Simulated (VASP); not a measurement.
# BN (P6_3mc) in VASP: further runs

The runs below take BN through single point, with r2SCAN.

All numbers are computed with VASP 6.6.1; they aren't measurements. Logs are shortened: lines on timing, memory, paths and dates and some standing lists are left out, and cuts for length are marked.

## (1) The cell of the first run

The structure is hexagonal, space group P6_3mc (No. 186). The conventional cell has a = 2.567 Å, b = 2.567 Å, c = 4.227 Å, α = 90.00°, β = 90.00°, γ = 120.00°. B (site symmetry 3m) has 4 N at 1.57 to 1.58 Å within 2.1 Å. Within 2.1 Å of N (site symmetry 3m) lie 4 B at 1.57 to 1.58 Å.

## (2) Single point, r2SCAN (strain +0.0050 x Voigt [1, 1, 0, 0, 0, 0])

File POSCAR:

```
BN
1.0
    2.5667092997      0.0000000000      0.0000000000
   -1.2833546499      2.2228354577      0.0000000000
    0.0000000000      0.0000000000      4.2268550000
B N
2 2
Direct
    0.6666666667      0.3333333333      0.9997240000
    0.3333333333      0.6666666667      0.4997240000
    0.6666666667      0.3333333333      0.6252760000
    0.3333333333      0.6666666667      0.1252760000
```

File INCAR.step1:

```
SYSTEM = BN
ALGO = Normal ; EDIFF = 1E-5
ENCUT = 910 ; GGA = PE
GGA_COMPAT = .False. ; ISMEAR = 0
LASPH = .True. ; LCHARG = .False.
LREAL = .False. ; LWAVE = .True.
NBANDS = 16 ; NELM = 120
PREC = Accurate ; SIGMA = 0.05
```

File INCAR.step2:

```
SYSTEM = BN
ALGO = Normal ; EDIFF = 1E-6
ENCUT = 910 ; GGA_COMPAT = .False.
ISIF = 2 ; ISMEAR = 0
ISTART = 1 ; LASPH = .True.
LCHARG = .False. ; LMIXTAU = .True.
LREAL = .False. ; LWAVE = .False.
METAGGA = R2SCAN ; NBANDS = 16
NELM = 120 ; PREC = Accurate
SIGMA = 0.05
```

File KPOINTS:

```
k-points
0
Gamma
  12 12 6
  0 0 0
```

Potentials or basis: VASP PAW PBE potentials, release 64 (B_h, N_h).

On the command line:

```sh
> cat potpaw_PBE.64/B_h/POTCAR potpaw_PBE.64/N_h/POTCAR > POTCAR
> cp INCAR.step1 INCAR
> mpirun -np 1 vasp_std > vasp.out
> cp INCAR.step2 INCAR
> mpirun -np 1 vasp_std > vasp.out
```

OUTCAR:

```text
SYSTEM = BN
   EDIFF = 1E-6
   ENCUT = 910
   ISIF = 2
   ISMEAR = 0
   ISTART = 1
   LASPH = .True.
   LREAL = .False.
   METAGGA = R2SCAN
   NELM = 120
   PREC = Accurate

 ion  position               nearest neighbor table
   1  0.667  0.333  1.000-
   2  0.333  0.667  0.500-
   3  0.667  0.333  0.625-
   4  0.333  0.667  0.125-

  LATTYP: Found a hexagonal cell.
 ALAT       =     2.5667092997
 C/A-ratio  =     1.6467992696

  Lattice vectors:

 A1 = (   2.5667092997,   0.0000000000,   0.0000000000)
 A2 = (  -1.2833546499,   2.2228354577,   0.0000000000)
 A3 = (   0.0000000000,   0.0000000000,   4.2268550000)

Analysis of symmetry for initial positions (statically):
=====================================================================
 Subroutine PRICEL returns:
 Original cell was already a primitive cell.

 Routine SETGRP: Setting up the symmetry group for a
 hexagonal supercell.

 Subroutine GETGRP returns: Found 12 space group operations
 (whereof  6 operations were pure point group operations)
 out of a pool of 24 trial point group operations.

The static configuration has the point symmetry C_3v.
 The point group associated with its full space group is C_6v.

Analysis of symmetry for dynamics (positions and initial velocities):
=====================================================================
 Subroutine PRICEL returns:
 Original cell was already a primitive cell.

 Routine SETGRP: Setting up the symmetry group for a
 hexagonal supercell.

 Subroutine GETGRP returns: Found 12 space group operations
 (whereof  6 operations were pure point group operations)
 out of a pool of 24 trial point group operations.

The dynamic configuration has the point symmetry C_3v.
 The point group associated with its full space group is C_6v.

 Subroutine INISYM returns: Found 12 space group operations
 (whereof  6 operations are pure point group operations),
 and found     1 'primitive' translations

----------------------------------------------------------------------------------------

                                     Primitive cell

  volume of cell :      24.1158

  direct lattice vectors                    reciprocal lattice vectors
     2.566709300  0.000000000  0.000000000     0.389603918  0.224937927  0.000000000
    -1.283354650  2.222835458  0.000000000     0.000000000  0.449875854  0.000000000
     0.000000000  0.000000000  4.226855000     0.000000000  0.000000000  0.236582518

  length of vectors
     2.566709300  2.566709300  4.226855000     0.449875854  0.449875854  0.236582518

  position of ions in fractional coordinates (direct lattice)
     0.666666667  0.333333333  0.999724000
     0.333333333  0.666666667  0.499724000
     0.666666667  0.333333333  0.625276000
     0.333333333  0.666666667  0.125276000

  ion indices of the primitive-cell ions
   primitive index   ion index
                 1           1
                 2           2
                 3           3
                 4           4

----------------------------------------------------------------------------------------

 KPOINTS: k-points

Automatic generation of k-mesh.
 Grid dimensions read from file:
 generate k-points for:   12   12    6

 Generating k-lattice:

  Cartesian coordinates                     Fractional coordinates (reciprocal lattice)
     0.032466993  0.018744827  0.000000000     0.083333333  0.000000000  0.000000000
     0.000000000  0.037489655  0.000000000     0.000000000  0.083333333  0.000000000
     0.000000000  0.000000000  0.039430420     0.000000000  0.000000000  0.166666667

  Length of vectors
     0.037489655  0.037489655  0.039430420

  Shift w.r.t. Gamma in fractional coordinates (k-lattice)
     0.000000000  0.000000000  0.000000000

 Subroutine IBZKPT returns following result:
 ===========================================

 Found     76 irreducible k-points:

 Following reciprocal coordinates:
            Coordinates               Weight
  0.000000  0.000000  0.000000      1.000000
  0.083333  0.000000  0.000000      6.000000
  0.166667  0.000000  0.000000      6.000000
  0.250000  0.000000  0.000000      6.000000
  0.333333  0.000000  0.000000      6.000000
  0.416667  0.000000  0.000000      6.000000
[... 16 lines left out ...]
  0.250000  0.000000  0.166667     12.000000
  0.333333  0.000000  0.166667     12.000000
 [... further k-points ...]
   k-points           NKPTS =     76   k-points in BZ     NKDIM =     76   number of bands    NBANDS=     16
   number of dos      NEDOS =    301   number of ions     NIONS =      4
   total plane-waves  NPLWV =  32928
   dimension x,y,z NGX =    28 NGY =   28 NGZ =   42
   dimension x,y,z NGXF=    56 NGYF=   56 NGZF=   84
   ions per type =               2   2
   NGX,Y,Z   is equivalent  to a cutoff of  18.14, 18.14, 16.52 a.u.
   NGXF,Y,Z  is equivalent  to a cutoff of  36.27, 36.27, 33.04 a.u.
 SYSTEM =  BN
   PREC   = accura    normal or accurate (medium, high low for compatibility)
   ISTART =      1    job   : 0-new  1-cont  2-samecut
   ICHARG =      0    charge: 1-file 2-atom 10-const
   ISPIN  =      1    spin polarized calculation?
   LNONCOLLINEAR =      F non collinear calculations
   LSORBIT =      F    spin-orbit coupling
   LASPH  =      T    aspherical Exc in radial PAW
   ENCUT  =  910.0 eV  66.88 Ry    8.18 a.u.   6.31  6.31 10.40*2*pi/ulx,y,z
   NELM   =    120;   NELMIN=  2; NELMDL=  0     # of ELM steps
   EDIFF  = 0.1E-05   stopping-criterion for ELM
   LREAL  =      F    real-space projection
   EDIFFG = 0.1E-04   stopping-criterion for IOM
   NSW    =      0    number of steps for IOM
   IBRION =     -1    ionic relax: 0-MD 1-quasi-New 2-CG
   NFREE  =      0    steps in history (QN), initial steepest desc. (CG)
   ISIF   =      2    stress and relaxation
   ISYM   =      2    0-nonsym 1-usesym 2-fastsym
   POTIM  = 0.5000    time-step for ionic-motion
   TEBEG  =    0.0;   TEEND  =   0.0 temperature during run
   PSTRESS=    0.0 pullay stress
   NELECT =      16.0000    total number of electrons
   NUPDOWN=      -1.0000    fix difference up-down
   EMIN   =  10.00;   EMAX   =-10.00  energy-range for DOS
   EFERMI =   0.00;   METHOD = LEGACY
   ISMEAR =     0;   SIGMA  =   0.05  broadening in eV -4-tet -1-fermi 0-gaus
   EFERMI_NEDOS =   21; number of points for ismear=-14 and -15
   IALGO  =     38    algorithm
   IMIX   =      4    mixing-type and parameters
     AMIX     =   0.40;   BMIX     =  1.00
     AMIX_MAG =   1.60;   BMIX_MAG =  1.00
  volume/ion in A,a.u.               =       6.03        40.69
  Fermi-wavevector in a.u.,A,eV,Ry     =   1.427845  2.698236 27.738757  2.038741
  Thomas-Fermi vector in A             =   2.547971
   LORBIT       =      0    0 simple, 1 ext, 2 COOP (PROOUT), +10 PAW based schemes
   METAGGA = R2SCAN    functional components
   LHFCALC =     F    Hartree Fock is set to
   AEXX    =    0.0000 exact exchange contribution
   IVDW    =     0    specifies the selected vdW correction
   LEPSILON=     F    determine dielectric tensor
   LRPA    =     F    only Hartree local field effects (RPA)
 non-spin polarized calculation
 Gauss-broadening in eV      SIGMA  =   0.05
  energy-cutoff  :      910.00
  volume of cell :       24.12
 maximum number of plane-waves:      1525
 NGX is ok and might be reduce to    28
   NGX = 13   NGY = 13   NGZ = 21

 number of electron      16.0000000 magnetization

 Free energy of the ion-electron system (eV)
  ---------------------------------------------------
  ext. energy  EPLUGINS =         0.00000000
  ---------------------------------------------------
  free energy    TOTEN  =       -38.30620209 eV

  energy without entropy =      -38.30620209  energy(sigma->0) =      -38.30620209

 E-fermi :   9.0916     XC(G=0): -13.6363

 val. band max:        8.7976637519   @ k =   0.0000   0.0000   0.0000
 cond. band min:      14.5661100441   @ k =   0.3333   0.3333   0.0000
 fundamental gap:      5.7684462922
 Fermi energy:         9.0915874842

 k-point     1 :       0.0000    0.0000    0.0000
  band No.  band energies     occupation
      1     -12.4271      2.00000
      2      -8.2553      2.00000
      3      -2.3033      2.00000
      4       6.6058      2.00000
      5       6.6058      2.00000
      6       8.5384      2.00000
[... 8 lines left out ...]
     15      21.4084      0.00000
     16      26.0015      0.00000

 k-point     2 :       0.0833    0.0000    0.0000
  band No.  band energies     occupation
      1     -12.2738      2.00000
      2      -8.1393      2.00000
      3      -2.1509      2.00000
      4       5.8934      2.00000
      5       6.3207      2.00000
      6       8.1980      2.00000
[... 8 lines left out ...]
     15      21.8673      0.00000
     16      25.7383      0.00000

 k-point     3 :       0.1667    0.0000    0.0000
  band No.  band energies     occupation
      1     -11.8193      2.00000
      2      -7.8089      2.00000
      3      -1.6999      2.00000
      4       4.1870      2.00000
      5       5.6496      2.00000
      6       6.7343      2.00000
[... 8 lines left out ...]
     15      23.0666      0.00000
     16      24.9737      0.00000

 k-point     4 :       0.2500    0.0000    0.0000
  band No.  band energies     occupation
      1     -11.0831      2.00000
      2      -7.3306      2.00000
      3      -0.9728      2.00000
      4       2.1780      2.00000
      5       4.8955      2.00000
      6       4.9106      2.00000
[... 8 lines left out ...]
     15      24.6276      0.00000
     16      25.0271      0.00000
[... 324 lines left out ...]
 k-point    22 :       0.1667    0.0000    0.1667
  band No.  band energies     occupation
      1     -11.6523      2.00000
      2      -8.3183      2.00000
      3      -0.9204      2.00000
      4       4.3394      2.00000
      5       5.7856      2.00000
      6       6.2694      2.00000
[... 8 lines left out ...]
     15      22.7331      0.00000
     16      24.9700      0.00000

 k-point    23 :       0.2500    0.0000    0.1667
  band No.  band energies     occupation
      1     -10.9217      2.00000
      2      -7.7812      2.00000
      3      -0.3508      2.00000
      4       2.4147      2.00000
      5       4.4580      2.00000
      6       5.0392      2.00000
[... 8 lines left out ...]
     15      24.2712      0.00000
     16      25.1232      0.00000

 k-point    24 :       0.3333    0.0000    0.1667
  band No.  band energies     occupation
      1      -9.9619      2.00000
      2      -7.2149      2.00000
      3      -0.2292      2.00000
      4       1.2918      2.00000
      5       2.6428      2.00000
      6       4.4079      2.00000
[... 8 lines left out ...]
     15      25.7408      0.00000
     16      25.9675      0.00000

 [... further k-points ...]
[... 5 lines left out ...]
  --------------------------------------------------------------------------------------
  -------------------------------------------------------------------------------------
  Total       -1.5482017     -1.5482017     -0.9321843      0.0000000      0.0000000      0.0000000
  in kB     -102.8576885   -102.8576885    -61.9314156      0.0000000      0.0000000      0.0000000
  external PRESSURE =     -89.2155975 kB  Pullay stress =       0.0000000 kB

 VOLUME and BASIS-vectors are now :
 -----------------------------------------------------------------------------
  energy-cutoff  :      910.00
  volume of cell :       24.12
      direct lattice vectors                 reciprocal lattice vectors
     2.566709300  0.000000000  0.000000000     0.389603918  0.224937927  0.000000000
    -1.283354650  2.222835458  0.000000000     0.000000000  0.449875854  0.000000000
     0.000000000  0.000000000  4.226855000     0.000000000  0.000000000  0.236582518

 POSITION                                       TOTAL-FORCE (eV/Angst)
 -----------------------------------------------------------------------------------
      1.28335      0.74095      4.22569         0.000000     -0.000000      0.028400
     -0.00000      1.48189      2.11226        -0.000000      0.000000      0.028400
      1.28335      0.74095      2.64295         0.000000      0.000000     -0.028400
     -0.00000      1.48189      0.52952        -0.000000     -0.000000     -0.028400
 -----------------------------------------------------------------------------------
    total drift:                                0.000000     -0.000000      0.014834

  FREE ENERGIE OF THE ION-ELECTRON SYSTEM (eV)
  ---------------------------------------------------
  free  energy   TOTEN  =       -38.3062020870 eV

  energy  without entropy=      -38.3062020870  energy(sigma->0) =      -38.30620209
```

Wall time 2.6 min (1 thread of Intel Xeon Platinum 8488C (Sapphire Rapids), shared host); peak memory 0.21 GiB.

Results:

```yaml
Free_energy: -38.3062 eV
Pressure: -8.9 GPa
Largest_force: 0.028 eV/Å
Band_gap_on_the_k_mesh: 5.77 eV (least direct gap 8.85 eV)
```

Forces on the atoms (eV/Å):
```
B    0.000  0.000  0.028
B    0.000  0.000  0.028
N    0.000  0.000 -0.028
N    0.000  0.000 -0.028
```

Caveat: the cell differs from its parent crystal (strain +0.0050 x Voigt [1, 1, 0, 0, 0, 0]); the cutoff is under 1.25 times the usual one of these potentials, so pressure, stress and relaxed cells hold a basis-set (Pulay) error; the cell stands under tension; the PAW data sets were made with another functional, which shifts forces and pressure a little.

## (3) Single point, r2SCAN (strain +0.0150 x Voigt [1, 1, 0, 0, 0, 0])

POSCAR, as its differences from that of step 2:

```diff
@@ -2,4 +2,4 @@
 1.0
-    2.5667092997      0.0000000000      0.0000000000
-   -1.2833546499      2.2228354577      0.0000000000
+    2.5922486957      0.0000000000      0.0000000000
+   -1.2961243479      2.2449532234      0.0000000000
     0.0000000000      0.0000000000      4.2268550000
```

File INCAR.step1:

```
PREC     = Accurate       # precision mode
ENCUT    = 910            # plane-wave cutoff, eV
ISMEAR   = 0              # smearing method
SIGMA    = 0.05           # smearing width, eV
LREAL    = F              # projectors in reciprocal space
LASPH    = T              # aspherical terms in the spheres
NELM     = 120            # most SCF steps
NBANDS   = 16             # bands
GGA      = PE             # functional
ALGO     = Normal         # electronic algorithm
EDIFF    = 1E-5           # SCF threshold, eV
LWAVE    = T              # write WAVECAR
LCHARG   = F              # write CHGCAR
GGA_COMPAT= F
```

File INCAR.step2:

```
PREC     = Accurate       # precision mode
ENCUT    = 910            # plane-wave cutoff, eV
EDIFF    = 1E-6           # SCF threshold, eV
ISMEAR   = 0              # smearing method
SIGMA    = 0.05           # smearing width, eV
LREAL    = F              # projectors in reciprocal space
LASPH    = T              # aspherical terms in the spheres
NELM     = 120            # most SCF steps
ALGO     = Normal         # electronic algorithm
ISIF     = 2              # what is computed and relaxed
LWAVE    = F              # write WAVECAR
LCHARG   = F              # write CHGCAR
METAGGA  = R2SCAN         # meta-GGA
LMIXTAU  = T            
NBANDS   = 16             # bands
ISTART   = 1            
GGA_COMPAT= F
```

File KPOINTS:

```
Automatic mesh
0
Gamma
  12 12 6
```

Potentials or basis: VASP PAW PBE potentials, release 64 (B_h, N_h).

On the command line:

```sh
> cat potpaw_PBE.64/B_h/POTCAR potpaw_PBE.64/N_h/POTCAR > POTCAR
> cp INCAR.step1 INCAR
> mpirun -np 1 vasp_std > vasp.out
> cp INCAR.step2 INCAR
> mpirun -np 1 vasp_std > vasp.out
```

Run time: 3.5 min. Hardware: 1 thread of Intel Xeon Platinum 8375C at 2.90GHz (Ice Lake), shared host; peak memory 0.21 GiB.

Results (log left out):

```yaml
Free_energy: -38.2618 eV
Pressure: -15.7 GPa
Largest_force: 0.023 eV/Å
Band_gap_on_the_k_mesh: 5.82 eV (least direct gap 8.66 eV)
```

Forces in eV/Å, atoms in the order of the input:
```
B    0.000  0.000  0.023
B    0.000  0.000  0.023
N    0.000  0.000 -0.023
N    0.000  0.000 -0.023
```

Stress tensor (GPa, compression positive):
```
-19.92   0.00   0.00
  0.00 -19.92   0.00
  0.00   0.00  -7.12
```

Levels at points of the mesh, in eV from the valence-band top:
| k point | band 4 | band 5 | band 6 | band 7 | band 8 | band 9 | band 10 | band 11 | band 12 | band 13 |
| --- | --- | --- | --- | --- | --- | --- | --- | --- | --- | --- |
| (0.00, 0.00, 0.00) | -2.22 | -2.22 | -0.23 | 0.00 | 0.00 | 8.78 | 8.78 | 9.39 | 9.54 | 10.72 |
| (0.50, 0.00, 0.00) | -7.78 | -6.99 | -5.05 | -4.36 | -2.05 | 6.99 | 8.56 | 11.06 | 11.74 | 13.79 |
| (0.00, 0.00, 0.50) | -5.66 | -1.23 | -1.23 | -1.23 | -1.23 | 9.62 | 9.62 | 10.38 | 10.38 | 10.38 |
| (0.50, 0.00, 0.50) | -10.06 | -3.78 | -3.78 | -3.52 | -3.52 | 7.07 | 7.07 | 10.51 | 10.51 | 14.88 |

Caveat: the cell differs from its parent crystal (strain +0.0150 x Voigt [1, 1, 0, 0, 0, 0]); the cutoff is under 1.25 times the usual one of these potentials, so pressure, stress and relaxed cells hold a basis-set (Pulay) error; the cell stands under tension; the PAW data sets were made with another functional, which shifts forces and pressure a little. A k mesh can miss the band edges.
